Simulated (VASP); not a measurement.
A run of VASP 6.6.1 is set up as follows.

INCAR

```
SYSTEM = C
PREC = Accurate
ENCUT = 520
EDIFF = 1E-6
ISMEAR = 0
SIGMA = 0.15
LREAL = .False.
LASPH = .True.
NELM = 60
ALGO = Normal
ISIF = 2
LWAVE = .False.
LCHARG = .False.
GGA = PE
NBANDS = 11
```

File KPOINTS:

```
regular mesh
0
Gamma
  21 21 6
  0 0 0
```

The input POSCAR:

```
C
1.0
    2.2938000000      0.0000000000      0.0000000000
   -1.1469000000      1.9864890712      0.0000000000
    0.0000000000      0.0000000000      8.9501000000
C
2
Direct
    0.3333333333      0.6666666667      0.0000000000
    0.6666666667      0.3333333333      0.0000000000
```

Potentials or basis: VASP PAW PBE potentials, release 64 (C).

Run with:

```sh
$ cat potpaw_PBE.64/C/POTCAR > POTCAR
$ mpirun -np 1 vasp_std > vasp.out
```

What does it give for the band gap on the k mesh?

Zero (filled and empty bands touch).
